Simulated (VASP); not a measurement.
Set up this calculation in VASP 6.6.1, as the native input.

```yaml
Task: single point
Functional: HSE06
Potentials_or_basis: VASP PAW PBE potentials, release 64 (Rb_sv, Br)
Cutoff: 520 eV
k_mesh: 4 × 4 × 4
Occupations: gaussian, width 0.01 eV
Spin: no spin polarisation
Dipole_correction: no
Grid_for_exact_exchange_PRECFOCK: Normal
Further_INCAR_settings: ALGO = Normal; EDIFF = 1e-07; NBANDS = 15
Share_of_exact_exchange: 0.25
Screening_parameter: 0.2079 1/Å
```

Crystal: RbBr.

```
CELL_PARAMETERS angstrom
4.12425 0.00000 0.00000
0.00000 4.12425 0.00000
0.00000 0.00000 3.97248
ATOMIC_POSITIONS crystal
Rb 0.00000 0.00000 0.00000
Br 0.50000 0.50000 0.50000
```

This cell differs from its parent crystal: uniaxial z strain -3.7%.

One way to write it, as run:

POSCAR

```
RbBr
1.0
    4.1242532581      0.0000000000      0.0000000000
    0.0000000000      4.1242532581      0.0000000000
    0.0000000000      0.0000000000      3.9724807382
Rb Br
1 1
Direct
    0.0000000000      0.0000000000      0.0000000000
    0.5000000000      0.5000000000      0.5000000000
```

INCAR.step1

```
ALGO = Normal
EDIFF = 1E-5
ENCUT = 520
GGA = PE
ISIF = 2
ISMEAR = 0
LASPH = True
LCHARG = False
LREAL = False
LWAVE = True
NBANDS = 15
NELM = 80
PREC = Accurate
SIGMA = 0.01
```

INCAR.step2

```
ALGO = Normal
EDIFF = 1E-7
ENCUT = 520
GGA = PE
HFSCREEN = 0.2079
ISIF = 2
ISMEAR = 0
ISTART = 1
LASPH = True
LCHARG = False
LHFCALC = True
LREAL = False
LWAVE = False
NBANDS = 15
NELM = 80
PREC = Accurate
PRECFOCK = Normal
SIGMA = 0.01
```

KPOINTS

```
k-points
0
Gamma
  4 4 4
```

Potentials or basis: VASP PAW PBE potentials, release 64 (Rb_sv, Br).

The run is started by

```console
$ cat potpaw_PBE.64/Rb_sv/POTCAR potpaw_PBE.64/Br/POTCAR > POTCAR
$ cp INCAR.step1 INCAR
$ mpirun -np 1 vasp_std > vasp.out
$ cp INCAR.step2 INCAR
$ mpirun -np 1 vasp_std > vasp.out
```

It gave:

```yaml
Pressure: 1.2 GPa
Band_gap_on_the_k_mesh: 5.27 eV (least direct gap 5.42 eV)
```

Caveat: the cell differs from its parent crystal (uniaxial z strain -3.7%); the PAW data sets were made with another functional, which shifts forces and pressure a little.

It took 5.3 min on 1 thread of Intel(R) Xeon(R) 6975P-C (Granite Rapids), on a shared host, peak memory 0.3 GiB.
